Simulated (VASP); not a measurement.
# AgPbCl4 (P4/mmm) in VASP: notebook, part 3 of 3

VASP 6.6.1. The steps go on from the part before.

### 5 Relaxation of cell and atoms, PBE

The input, INCAR:

```
SYSTEM = AgPbCl4
  PREC = Accurate
  ENCUT = 600
  EDIFF = 1E-6
  ISMEAR = 0
  SIGMA = 0.1
  LREAL = .FALSE.
  LASPH = .TRUE.
  NELM = 100
  ALGO = Normal
  ISIF = 3
  LWAVE = .FALSE.
  LCHARG = .FALSE.
  GGA = PE
  IBRION = 2
  NSW = 90
  EDIFFG = -0.04
```

The input, KPOINTS:

```
regular mesh
0
G
  4 4 4
  0 0 0
```

The input, POSCAR:

```
AgPbCl4
1.0
    4.5839469300      0.0000000000      0.0000000000
    0.0000000000      4.5839469300      0.0000000000
    0.0000000000      0.0000000000      6.4826799200
Ag Pb Cl
1 1 4
Direct
    0.0000000000      0.0000000000      0.0000000000
    0.5000000000      0.5000000000      0.5000000000
    0.5000000000      0.0000000000      0.2500000000
    0.0000000000      0.5000000000      0.7500000000
    0.5000000000      0.0000000000      0.7500000000
    0.0000000000      0.5000000000      0.2500000000
```

Potentials or basis: VASP PAW PBE potentials, release 64 (Ag, Pb_d, Cl).

Launch:

```console
$ cat potpaw_PBE.64/Ag/POTCAR potpaw_PBE.64/Pb_d/POTCAR potpaw_PBE.64/Cl/POTCAR > POTCAR
$ mpirun -np 1 vasp_std > vasp.out
```

OUTCAR:

```text
SYSTEM = AgPbCl4
   PREC = Accurate
   ENCUT = 600
   EDIFF = 1E-6
   ISMEAR = 0
   LREAL = .FALSE.
   LASPH = .TRUE.
   NELM = 100
   ISIF = 3
   GGA = PE
   IBRION = 2
   NSW = 90
   EDIFFG = -0.04

 ion  position               nearest neighbor table
   1  0.000  0.000  0.000-   3 2.81   4 2.81   5 2.81   6 2.81   4 2.81   6 2.81   3 2.81   5 2.81

   2  0.500  0.500  0.500-   3 2.81   4 2.81   5 2.81   6 2.81   3 2.81   5 2.81   4 2.81   6 2.81

   3  0.500  0.000  0.250-   1 2.81   2 2.81   2 2.81   1 2.81
   4  0.000  0.500  0.750-   1 2.81   2 2.81   1 2.81   2 2.81
   5  0.500  0.000  0.750-   1 2.81   2 2.81   2 2.81   1 2.81
   6  0.000  0.500  0.250-   1 2.81   2 2.81   1 2.81   2 2.81

  LATTYP: Found a simple tetragonal cell.
 ALAT       =     4.5839469300
 C/A-ratio  =     1.4142135629

  Lattice vectors:

 A1 = (   4.5839469300,   0.0000000000,   0.0000000000)
 A2 = (   0.0000000000,   4.5839469300,   0.0000000000)
 A3 = (   0.0000000000,   0.0000000000,   6.4826799200)

Analysis of symmetry for initial positions (statically):
=====================================================================
 Subroutine PRICEL returns:
 Original cell was already a primitive cell.

 Routine SETGRP: Setting up the symmetry group for a
 simple tetragonal supercell.

 Subroutine GETGRP returns: Found 16 space group operations
 (whereof 16 operations were pure point group operations)
 out of a pool of 16 trial point group operations.

The static configuration has the point symmetry D_4h.

Analysis of symmetry for dynamics (positions and initial velocities):
=====================================================================
 Subroutine PRICEL returns:
 Original cell was already a primitive cell.

 Routine SETGRP: Setting up the symmetry group for a
 simple tetragonal supercell.

 Subroutine GETGRP returns: Found 16 space group operations
 (whereof 16 operations were pure point group operations)
 out of a pool of 16 trial point group operations.

The dynamic configuration has the point symmetry D_4h.

 Subroutine INISYM returns: Found 16 space group operations
 (whereof 16 operations are pure point group operations),
 and found     1 'primitive' translations

----------------------------------------------------------------------------------------

                                     Primitive cell

  volume of cell :     136.2178

  direct lattice vectors                    reciprocal lattice vectors
     4.583946930  0.000000000  0.000000000     0.218152613  0.000000000  0.000000000
     0.000000000  4.583946930  0.000000000     0.000000000  0.218152613  0.000000000
     0.000000000  0.000000000  6.482679920     0.000000000  0.000000000  0.154257192

  length of vectors
     4.583946930  4.583946930  6.482679920     0.218152613  0.218152613  0.154257192

  position of ions in fractional coordinates (direct lattice)
     0.000000000  0.000000000  0.000000000
     0.500000000  0.500000000  0.500000000
     0.500000000  0.000000000  0.250000000
     0.000000000  0.500000000  0.750000000
     0.500000000  0.000000000  0.750000000
     0.000000000  0.500000000  0.250000000

  ion indices of the primitive-cell ions
   primitive index   ion index
                 1           1
                 2           2
                 3           3
                 4           4
                 5           5
                 6           6

----------------------------------------------------------------------------------------

 KPOINTS: regular mesh

Automatic generation of k-mesh.
 Grid dimensions read from file:
 generate k-points for:    4    4    4

 Generating k-lattice:

  Cartesian coordinates                     Fractional coordinates (reciprocal lattice)
     0.054538153  0.000000000  0.000000000     0.250000000  0.000000000  0.000000000
     0.000000000  0.054538153  0.000000000     0.000000000  0.250000000  0.000000000
     0.000000000  0.000000000  0.038564298     0.000000000  0.000000000  0.250000000

  Length of vectors
     0.054538153  0.054538153  0.038564298

  Shift w.r.t. Gamma in fractional coordinates (k-lattice)
     0.000000000  0.000000000  0.000000000

 Subroutine IBZKPT returns following result:
 ===========================================

 Found     18 irreducible k-points:

 Following reciprocal coordinates:
            Coordinates               Weight
  0.000000  0.000000  0.000000      1.000000
  0.250000  0.000000  0.000000      4.000000
  0.500000  0.000000  0.000000      2.000000
  0.250000  0.250000  0.000000      4.000000
  0.500000  0.250000  0.000000      4.000000
  0.500000  0.500000  0.000000      1.000000
[... 10 lines left out ...]
  0.500000  0.250000  0.500000      4.000000
  0.500000  0.500000  0.500000      1.000000
   k-points           NKPTS =     18   k-points in BZ     NKDIM =     18   number of bands    NBANDS=     31
   number of dos      NEDOS =    301   number of ions     NIONS =      6
   total plane-waves  NPLWV =  86400
   dimension x,y,z NGX =    40 NGY =   40 NGZ =   54
   dimension x,y,z NGXF=    80 NGYF=   80 NGZF=  108
   ions per type =               1   1   4
   NGX,Y,Z   is equivalent  to a cutoff of  14.51, 14.51, 13.85 a.u.
   NGXF,Y,Z  is equivalent  to a cutoff of  29.01, 29.01, 27.70 a.u.
 SYSTEM =  AgPbCl4
   PREC   = accura    normal or accurate (medium, high low for compatibility)
   ISTART =      0    job   : 0-new  1-cont  2-samecut
   ICHARG =      2    charge: 1-file 2-atom 10-const
   ISPIN  =      1    spin polarized calculation?
   LNONCOLLINEAR =      F non collinear calculations
   LSORBIT =      F    spin-orbit coupling
   LASPH  =      T    aspherical Exc in radial PAW
   ENCUT  =  600.0 eV  44.10 Ry    6.64 a.u.   9.16  9.16 12.95*2*pi/ulx,y,z
   NELM   =    100;   NELMIN=  2; NELMDL= -5     # of ELM steps
   EDIFF  = 0.1E-05   stopping-criterion for ELM
   LREAL  =      F    real-space projection
   EDIFFG = -.4E-01   stopping-criterion for IOM
   NSW    =     90    number of steps for IOM
   IBRION =      2    ionic relax: 0-MD 1-quasi-New 2-CG
   NFREE  =      1    steps in history (QN), initial steepest desc. (CG)
   ISIF   =      3    stress and relaxation
   ISYM   =      2    0-nonsym 1-usesym 2-fastsym
   POTIM  = 0.5000    time-step for ionic-motion
   TEBEG  =    0.0;   TEEND  =   0.0 temperature during run
   PSTRESS=    0.0 pullay stress
   NELECT =      53.0000    total number of electrons
   NUPDOWN=      -1.0000    fix difference up-down
   EMIN   =  10.00;   EMAX   =-10.00  energy-range for DOS
   EFERMI =   0.00;   METHOD = LEGACY
   ISMEAR =     0;   SIGMA  =   0.10  broadening in eV -4-tet -1-fermi 0-gaus
   EFERMI_NEDOS =   21; number of points for ismear=-14 and -15
   IALGO  =     38    algorithm
   IMIX   =      4    mixing-type and parameters
     AMIX     =   0.40;   BMIX     =  1.00
     AMIX_MAG =   1.60;   BMIX_MAG =  1.00
  volume/ion in A,a.u.               =      22.70       153.21
  Fermi-wavevector in a.u.,A,eV,Ry     =   1.195149  2.258505 19.434319  1.428382
  Thomas-Fermi vector in A             =   2.331122
   LORBIT       =      0    0 simple, 1 ext, 2 COOP (PROOUT), +10 PAW based schemes
   GGA     = PE    functional components
   LHFCALC =     F    Hartree Fock is set to
   AEXX    =    0.0000 exact exchange contribution
   IVDW    =     0    specifies the selected vdW correction
   LEPSILON=     F    determine dielectric tensor
   LRPA    =     F    only Hartree local field effects (RPA)
 conjugate gradient relaxation of ions
 non-spin polarized calculation
 Gauss-broadening in eV      SIGMA  =   0.10
  energy-cutoff  :      600.00
  volume of cell :      136.22
 maximum number of plane-waves:      4570
 NGX is ok and might be reduce to    40
   NGX = 19   NGY = 19   NGZ = 25

--------------------------------------- Ionic step        1  -------------------------------------------

 number of electron      53.0000001 magnetization

 Free energy of the ion-electron system (eV)
  ---------------------------------------------------
  ext. energy  EPLUGINS =         0.00000000
  ---------------------------------------------------
  free energy    TOTEN  =       -16.63434904 eV

  energy without entropy =      -16.59336252  energy(sigma->0) =      -16.61385578

------------------------ aborting loop because EDIFF is reached ----------------------------------------

  FORCE on cell =-STRESS in cart. coord.  units (eV):
  Direction    XX          YY          ZZ          XY          YZ          ZX
  --------------------------------------------------------------------------------------
  -------------------------------------------------------------------------------------
  Total        6.6474282      6.6474282      7.0276433      0.0000000      0.0000000      0.0000000
  in kB       78.1862702     78.1862702     82.6583155      0.0000000      0.0000000      0.0000000
  external PRESSURE =      79.6769520 kB  Pullay stress =       0.0000000 kB
[... 225 lines left out ...]
  energy  without entropy=      -17.1329327883  energy(sigma->0) =      -17.15324605

--------------------------------------- Ionic step        7  -------------------------------------------

 number of electron      52.9999997 magnetization

 Free energy of the ion-electron system (eV)
  ---------------------------------------------------
  ext. energy  EPLUGINS =         0.00000000
  ---------------------------------------------------
  free energy    TOTEN  =       -17.19801594 eV

  energy without entropy =      -17.15438602  energy(sigma->0) =      -17.17620098

 E-fermi :   1.6242     XC(G=0):  -8.8190

 val. band max:        1.6237213637   @ k =   0.2500   0.0000   0.5000
 cond. band min:       1.6280973953   @ k =   0.5000   0.2500   0.0000
 fundamental gap:      0.0043760316
 Fermi energy:         1.6241654704

 k-point     1 :       0.0000    0.0000    0.0000
  band No.  band energies     occupation
      1     -13.8894      2.00000
      2     -13.8108      2.00000
      3     -13.8108      2.00000
      4     -13.8094      2.00000
      5     -13.7989      2.00000
      6     -12.4597      2.00000
[... 634 lines left out ...]
  FREE ENERGIE OF THE ION-ELECTRON SYSTEM (eV)
  ---------------------------------------------------
  free  energy   TOTEN  =       -17.1980159427 eV

  energy  without entropy=      -17.1543860199  energy(sigma->0) =      -17.17620098

 reached required accuracy - stopping structural energy minimisation
```

Wall time 12 min (1 thread of Intel Xeon 8259CL, shared host); peak memory 0.35 GiB.

Results:

| Item | Value |
| --- | --- |
| Free energy | -17.1980 eV |
| Relaxed volume | 26.28 Å³/atom |
| Relaxed cell | a = 4.779 Å, b = 4.779 Å, c = 6.905 Å, α = 90.00°, β = 90.00°, γ = 90.00° |
| Space group after relaxing (to 0.1 Å) | P4/mmm (No. 123) |
| Energy gained by relaxing | 93.9 meV/atom |
| Ionic steps | 7 |
| Pressure after relaxing | 0.0 GPa |
| Band gap on the k mesh | zero (an odd number of electrons rules out a gap without spin polarisation) |

The path:
| step | energy change (eV) | largest force (eV/Å) | pressure (GPa) | volume (Å³) |
| --- | --- | --- | --- | --- |
| 1 | 0.0000 | 0.5578 | 7.97 | 136.22 |
| 2 | -0.5280 | 0.2412 | -0.21 | 159.71 |
| 3 | -0.5280 | 0.2446 | -0.17 | 159.49 |
| 4 | -0.5401 | 0.1990 | -0.14 | 159.15 |
| 5 | -0.5609 | 0.0682 | -0.09 | 158.18 |
| 6 | -0.5392 | 0.2257 | 0.20 | 156.23 |
| 7 | -0.5637 | 0.0017 | -0.03 | 157.71 |

Final structure:
```xyz
6
Lattice="4.7792 0.0000 0.0000 0.0000 4.7792 0.0000 0.0000 0.0000 6.9047" Properties=species:S:1:pos:R:3 pbc="T T T"
Ag    0.0000    0.0000    0.0000
Pb    2.3896    2.3896    3.4523
Cl    2.3896    4.7792    1.6347
Cl    0.0000    2.3896    5.2700
Cl    2.3896    0.0000    5.2700
Cl    0.0000    2.3896    1.6347
```

Caveat: the volume moved by over 15 % at a fixed basis, so the end points are rough; spin-orbit coupling is left out, which moves the levels of the heavy elements; an odd number of electrons without spin polarisation forces a metal; a magnetic or distorted state may lie lower.

### 6 Single point, PBE, collinear spin

The input, INCAR:

```
ALGO     = Normal         # electronic algorithm
EDIFF    = 1E-6           # SCF threshold, eV
ENCUT    = 520            # plane-wave cutoff, eV
GGA      = PE             # functional
ISIF     = 2              # what is computed and relaxed
ISMEAR   = 0              # smearing method
ISPIN    = 2              # spin polarisation
LASPH    = T              # aspherical terms in the spheres
LCHARG   = T              # write CHGCAR
LELF     = T              # ELF
LMAXMIX  = 4              # l up to which the mixer works
LORBIT   = 11             # projections on sites
LREAL    = F              # projectors in reciprocal space
LVHAR    = T            
LWAVE    = F              # write WAVECAR
MAGMOM   = 1 0 0 0 0 0    # initial moments
NBANDS   = 40             # bands
NELM     = 150            # most SCF steps
PREC     = Accurate       # precision mode
SIGMA    = 0.1            # smearing width, eV
```

The input, KPOINTS:

```
k-points
0
Gamma
  4 4 4
```

POSCAR is that of step 5.

Potentials or basis: VASP PAW PBE potentials, release 64 (Ag, Pb_d, Cl).

Launch:

```console
$ cat potpaw_PBE.64/Ag/POTCAR potpaw_PBE.64/Pb_d/POTCAR potpaw_PBE.64/Cl/POTCAR > POTCAR
$ mpirun -np 1 vasp_std > vasp.out
```

Wall time 4.8 min (1 thread of Intel Xeon 8259CL, shared host); peak memory 0.37 GiB.

Results (log left out):

* Free energy: -16.6336 eV
* Pressure: 7.9 GPa
* Largest force: 0.558 eV/Å
* Net moment: 0.00 μB per cell
* Valence electrons inside the program's atomic spheres: Ag 9.63; Pb 11.81; Cl 5.11

Forces on the atoms (eV/Å):
```
Ag   0.000  0.000  0.000
Pb   0.000  0.000  0.000
Cl   0.000  0.000 -0.558
Cl   0.000  0.000  0.558
Cl   0.000  0.000  0.558
Cl   0.000  0.000 -0.558
```

Stress tensor (GPa, compression positive):
```
7.76 0.00 0.00
0.00 7.76 0.00
0.00 0.00 8.21
```

Levels at points of the mesh, in eV from the Fermi level:
Spin up:
| k point | band 22 | band 23 | band 24 | band 25 | band 26 | band 27 | band 28 | band 29 | band 30 | band 31 |
| --- | --- | --- | --- | --- | --- | --- | --- | --- | --- | --- |
| (0.00, 0.00, 0.00) | -1.31 | -1.31 | -0.83 | -0.45 | 0.06 | 0.06 | 3.73 | 3.76 | 4.54 | 4.54 |
| (0.50, 0.00, 0.00) | -1.78 | -1.14 | -0.71 | -0.23 | -0.20 | -0.04 | 5.05 | 5.28 | 5.64 | 6.00 |
| (0.50, 0.50, 0.00) | -0.61 | -0.31 | -0.28 | -0.16 | -0.16 | 0.20 | 4.11 | 5.06 | 5.06 | 7.21 |
| (0.00, 0.00, 0.50) | -0.89 | -0.89 | -0.85 | -0.29 | -0.16 | -0.16 | 3.40 | 4.43 | 5.42 | 5.42 |
| (0.50, 0.00, 0.50) | -1.99 | -1.39 | -1.08 | -0.45 | -0.39 | 0.39 | 5.44 | 5.60 | 5.82 | 6.05 |
| (0.50, 0.50, 0.50) | -1.37 | -0.74 | -0.62 | -0.47 | -0.33 | 0.34 | 5.09 | 5.88 | 5.88 | 6.47 |
Spin down:
| k point | band 24 | band 25 | band 26 | band 27 | band 28 | band 29 |
| --- | --- | --- | --- | --- | --- | --- |
| (0.00, 0.00, 0.00) | -0.83 | -0.45 | 0.06 | 0.06 | 3.73 | 3.76 |
| (0.50, 0.00, 0.00) | -0.71 | -0.23 | -0.20 | -0.04 | 5.05 | 5.28 |
| (0.50, 0.50, 0.00) | -0.28 | -0.16 | -0.16 | 0.20 | 4.11 | 5.06 |
| (0.00, 0.00, 0.50) | -0.85 | -0.29 | -0.16 | -0.16 | 3.40 | 4.43 |
| (0.50, 0.00, 0.50) | -1.08 | -0.44 | -0.39 | 0.39 | 5.44 | 5.60 |
| (0.50, 0.50, 0.50) | -0.62 | -0.47 | -0.33 | 0.34 | 5.09 | 5.88 |

Caveat: the cell stands under pressure; spin-orbit coupling is left out, which moves the levels of the heavy elements.

### 7 Overview

```csv
task,spin,cell,k mesh,cutoff (eV),gap on the mesh (eV),pressure (GPa),largest force (eV/Å)
single point,off,"a = 4.584, b = 4.584, c = 6.483 Å, 6 atoms, atomic positions A",4 × 4 × 4,520,none,7.9,0.56
single point,off,"a = 4.785, b = 4.785, c = 6.871 Å, 6 atoms, atomic positions B",4 × 4 × 4,520,none,0.0,0.01
single point,off,"a = 4.783, b = 4.783, c = 6.904 Å, 6 atoms, atomic positions C",8 × 8 × 6,520,none,-0.1,-
relaxation of cell and atoms,off,"relaxed from a = 4.584, b = 4.584, c = 6.483 Å, 6 atoms, atomic positions A",4 × 4 × 4,600,none,0.0,-
single point,collinear,"a = 4.584, b = 4.584, c = 6.483 Å, 6 atoms, atomic positions A",4 × 4 × 4,520,none,7.9,0.56
```

Alike in all rows: level PBE; potentials or basis VASP PAW PBE potentials, release 64 (Ag, Pb_d, Cl); smearing gaussian 0.1 eV.

Caveats: spin-orbit coupling is left out, which moves the levels of the heavy elements; an odd number of electrons without spin polarisation forces a metal (at least some runs); a magnetic or distorted state may lie lower (at least some runs); the cell stands under pressure (at least some runs); the volume moved by over 15 % at a fixed basis, so the end points are rough (at least some runs).

Absolute energies hang on the potentials; compare differences alone.

The gap in the log of VASP goes by the Fermi energy; the results here count the filled bands.